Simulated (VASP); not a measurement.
Input of a VASP 6.6.1 run:

Contents of INCAR:

```
SYSTEM = TiO2
ALGO = Normal
EDIFF = 1E-7
ENCUT = 520
GGA = PS
ISIF = 2
ISMEAR = -1
LASPH = .TRUE.
LCHARG = .FALSE.
LREAL = .FALSE.
LWAVE = .FALSE.
NBANDS = 19
NELM = 80
PREC = Accurate
SIGMA = 0.05
```

File KPOINTS:

```
k-points
0
G
  10 10 10
  0 0 0
```

POSCAR

```
TiO2
1.0
    1.5266980925      0.8814395546      7.1184721853
   -1.5266980925      0.8814395546      7.1184721853
    0.0000000000     -1.7628791093      7.1184721853
Ti O
1 2
Direct
    0.0000000000      0.0000000000      0.0000000000
    0.3795330000      0.3795330000      0.3795330000
    0.6204670000      0.6204670000      0.6204670000
```

Potentials or basis: VASP PAW PBE potentials, release 64 (Ti_sv, O).

The run is started by

```sh
$ cat potpaw_PBE.64/Ti_sv/POTCAR potpaw_PBE.64/O/POTCAR > POTCAR
$ mpirun -np 1 vasp_std > vasp.out
```

Problem. Predict the largest force.

Solution. 1.126 eV/Å.

Problem. Estimate the band gap on the k mesh.

Solution. 2.47 eV (least direct gap 2.67 eV).

Stress tensor (GPa, compression positive):
```
-11.79   0.00   0.00
  0.00 -11.79   0.00
  0.00   0.00  -6.35
```

Caveat: the cell stands under tension; the PAW data sets were made with another functional, which shifts forces and pressure a little. A k mesh can miss the band edges.
